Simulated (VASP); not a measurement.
Write the native input for VASP 6.6.1 that does the following.

* Task: single point
* Functional: PBEsol
* Potentials or basis: VASP PAW PBE potentials, release 64 (Al, Au)
* Cutoff: 500 eV
* k mesh: 3 × 3 × 3
* Occupations: fermi-dirac, width 0.05 eV
* Spin: no spin polarisation
* Dipole correction: no
* Further INCAR settings: ALGO = Normal; EDIFF = 1e-06; NBANDS = 16

The structure of Al2Au lies in POSCAR:

```
Al2Au
1.0
    0.0000000000      3.0000000000      3.0000000000
    3.0000000000      0.0000000000      3.0000000000
    3.0000000000      3.0000000000      0.0000000000
Al Au
2 1
Direct
    0.2167183821      0.2670788978      0.2599918811
    0.7832640765      0.7526973706      0.7263511032
    0.0525986030     -0.0352904114     -0.0244385785
```

These files were run (other wordings do the same):

INCAR

```
  ALGO = Normal
  EDIFF = 1E-6
  ENCUT = 500
  GGA = PS
  GGA_COMPAT = False
  ISIF = 2
  ISMEAR = -1
  LASPH = True
  LCHARG = True
  LELF = True
  LREAL = False
  LVHAR = True
  LWAVE = False
  NBANDS = 16
  NELM = 120
  PREC = Accurate
  SIGMA = 0.05
```

KPOINTS

```
k-points
0
Gamma
  3 3 3
```

Potentials or basis: VASP PAW PBE potentials, release 64 (Al, Au).

The run is started by

```bash
$ cat potpaw_PBE.64/Al/POTCAR potpaw_PBE.64/Au/POTCAR > POTCAR
$ mpirun -np 1 vasp_std > vasp.out
```

Results of the run:

```json
{
 "Pressure": "0.7 GPa",
 "Largest force": "1.654 eV/Å"
}
```

Caveat: the k points lie up to 0.60 Å⁻¹ apart; the PAW data sets were made with another functional, which shifts forces and pressure a little.

It took 6.3 s on 1 thread of Intel(R) Xeon(R) 6975P-C (Granite Rapids), on a shared host, peak memory 0.17 GiB.
